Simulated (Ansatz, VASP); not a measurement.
**K in VASP and in Ansatz**

Contents of INCAR:

```
  PREC = Accurate
  ENCUT = 520
  EDIFF = 1E-7
  ISMEAR = 0
  SIGMA = 0.15
  LREAL = False
  LASPH = True
  NELM = 100
  ALGO = Fast
  ISIF = 2
  LWAVE = False
  LCHARG = False
  GGA = PE
  NBANDS = 10
```

KPOINTS

```
Automatic mesh
0
Gamma
  14 14 14
```

File POSCAR:

```
K
1.0
   -3.0222602326      3.0222602326      1.9644691512
    3.0222602326     -3.0222602326      1.9644691512
    3.0222602326      3.0222602326     -1.9644691512
K
1
Direct
    0.0000000000      0.0000000000      0.0000000000
```

Input for Ansatz:

```yaml
crystal:
  lattice:
    - [-3.0222602326, 3.0222602326, 1.9644691512]
    - [3.0222602326, -3.0222602326, 1.9644691512]
    - [3.0222602326, 3.0222602326, -1.9644691512]
  atoms:
    - { symbol: K, position: [0.0, 0.0, 0.0] }
basis:
  ecutwfc: 420
kpoints:
  mp_grid: { grid: [14, 14, 14] }
hamiltonian:
  xc: pbe
scf:
  occupations: { method: gaussian, width: 0.15 }
output:
  forces: true
  stress: true
  eigenvalues: true
```

Alike in both runs: task single point; functional PBE; k mesh 14 × 14 × 14; occupations gaussian, width 0.15 eV; no spin polarisation.

```csv
,VASP,Ansatz
version,VASP 6.6.1,Ansatz 0.2.0
potentials or method,"VASP PAW PBE potentials, release 64 (K_sv), cutoff 520 eV","scalar-relativistic, plane waves, PAW"
valence electrons in the cell,9,9
```

Ansatz gave:

```
gap on the k mesh at the Fermi level (eV)                     : none
pressure (GPa)                                                : 0.3
traceless stress, the component that is largest in VASP (GPa) : 1.25
```

Task: What did VASP give for the same quantities?

Result: gap on the k mesh at the Fermi level (eV): none; pressure (GPa): 0.3; traceless stress, the component that is largest in VASP (GPa): 1.26.

A gap of «none» marks a metal or a gap that the smearing closes.
